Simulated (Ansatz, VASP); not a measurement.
# One calculation of PtC2, two programs

```xyz
3
Lattice="1.8297 1.0564 2.6306 -1.8297 1.0564 2.6306 0.0000 -2.1128 2.6306" Properties=species:S:1:pos:R:3 pbc="T T T"
Pt    0.0000    0.0000    3.9459
C     0.0000    0.0000    6.0844
C     0.0000    0.0000    1.8073
```

Alike in both runs: functional PBE; dispersion D3(BJ); k mesh 6 × 6 × 6; occupations gaussian, width 0.1 eV; no spin polarisation.

Ansatz relaxed the structure, and its values are those at the end. VASP's run is a single point on that final structure, the one shown.

```csv
,VASP,Ansatz
version,VASP 6.6.1,Ansatz 0.2.0
potentials or method,"VASP PAW PBE potentials, release 64 (Pt, C), cutoff 520 eV","scalar-relativistic, plane waves, PAW"
valence electrons in the cell,18,26
```

```csv
,VASP,Ansatz,Ansatz less VASP
gap on the k mesh at the Fermi level (eV),none,none,-
pressure (GPa),-0.2,0.0,+0.18
```

A gap of «none» marks a metal or a gap that the smearing closes. VASP's potentials hold 18 valence electrons a cell and Ansatz's 26, so a difference there can come from the potentials and not from the codes. Ansatz's warnings: dispersion switch in reach.

Spin-orbit coupling is off throughout.
